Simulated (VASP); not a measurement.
Write the native input for VASP 6.6.1 that does the following.

```yaml
Task: single point
Functional: LDA
Potentials_or_basis: VASP PAW LDA potentials, release 64 (Sn_d, Se)
Cutoff: 520 eV
k_mesh: 6 × 6 × 4
Occupations: gaussian, width 0.05 eV
Spin: no spin polarisation
Dipole_correction: no
Further_INCAR_settings: ALGO = Normal; EDIFF = 1e-07; NBANDS = 28
```

The structure of SnSe lies in POSCAR:

```
SnSe
1.0
    4.0642019702      0.0000000000      0.0000000000
    0.0000000000      4.0642019702      0.0000000000
    0.0000000000      0.0000000000     10.8149285598
Sn Se
2 2
Direct
    0.5000000000      0.0000000000      0.3781633345
    0.0000000000      0.5000000000      0.6218366655
    0.5000000000      0.0000000000      0.6217782147
    0.0000000000      0.5000000000      0.3782217853
```

This cell differs from its parent crystal: strain -0.030 along x and y, -0.015 along z.

One way to write it, as run:

INCAR

```
SYSTEM = SnSe
PREC = Accurate
ENCUT = 520
EDIFF = 1E-7
ISMEAR = 0
SIGMA = 0.05
LREAL = .False.
LASPH = .True.
NELM = 60
ALGO = Normal
ISIF = 2
LWAVE = .False.
LCHARG = .False.
NBANDS = 28
```

KPOINTS

```
regular mesh
0
Gamma
  6 6 4
  0 0 0
```

Potentials or basis: VASP PAW LDA potentials, release 64 (Sn_d, Se).

Command:

```bash
$ cat potpaw_LDA.64/Sn_d/POTCAR potpaw_LDA.64/Se/POTCAR > POTCAR
$ mpirun -np 1 vasp_std > vasp.out
```

It gave:

```
Largest force          : 0.420 eV/Å
Band gap on the k mesh : 1.20 eV (least direct gap 1.45 eV)
```

Caveat: the cell differs from its parent crystal (strain -0.030 along x and y, -0.015 along z); there is no dipole correction, which matters where the two faces differ; spin-orbit coupling is left out, which moves the levels of the heavy elements.

It took 100 s on 1 thread of Intel(R) Xeon(R) 6975P-C (Granite Rapids), with other jobs on the host, peak memory 0.29 GiB.
